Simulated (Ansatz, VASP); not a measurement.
## Rh: VASP beside Ansatz

The input INCAR:

```
SYSTEM = Rh
PREC = Accurate ; ENCUT = 520
EDIFF = 1E-7 ; ISMEAR = 0
SIGMA = 0.15 ; LREAL = .False.
LASPH = .True. ; NELM = 100
ALGO = Fast ; ISIF = 2
LWAVE = .False. ; LCHARG = .False.
GGA = PS ; NBANDS = 14
```

File KPOINTS:

```
Automatic mesh
0
Gamma
  22 22 22
  0 0 0
```

The input POSCAR:

```
Rh
1.0
    0.0000000000      1.9110577500      1.9015500000
    1.9015500000      0.0000000000      1.9015500000
    1.9015500000      1.9110577500      0.0000000000
Rh
1
Direct
    0.0000000000      0.0000000000      0.0000000000
```

Input for Ansatz:

```yaml
crystal:
  lattice:
    - [0.0, 1.91105775, 1.90155]
    - [1.90155, 0.0, 1.90155]
    - [1.90155, 1.91105775, 0.0]
  atoms:
    - { symbol: Rh, position: [0.0, 0.0, 0.0] }
basis:
  ecutwfc: 420
kpoints:
  mp_grid: { grid: [22, 22, 22] }
hamiltonian:
  xc: pbesol
scf:
  occupations: { method: gaussian, width: 0.15 }
output:
  forces: true
  stress: true
  eigenvalues: true
```

Change from the starting cell: strain +0.0050 x Voigt [0, 1, 0, 0, 0, 0], atoms carried along.

Alike in both runs: task single point; functional PBEsol; k mesh 22 × 22 × 22; occupations gaussian, width 0.15 eV; no spin polarisation.

```csv
,VASP,Ansatz
version,VASP 6.6.1,Ansatz 0.2.0
potentials or method,"VASP PAW PBE potentials, release 64 (Rh_pv), cutoff 520 eV","scalar-relativistic, plane waves, PAW"
valence electrons in the cell,15,17
```

```csv
,VASP,Ansatz,Ansatz less VASP
gap on the k mesh at the Fermi level (eV),none,none,-
pressure (GPa),-6.5,-6.4,+0.08
"traceless stress, the component that is largest in VASP (GPa)",-0.81,-0.81,-0.002
```

VASP's potentials were made for PBE, not for PBEsol. A gap of «none» marks a metal or a gap that the smearing closes. VASP's potentials hold 15 valence electrons a cell and Ansatz's 17, so a difference there can come from the potentials and not from the codes.
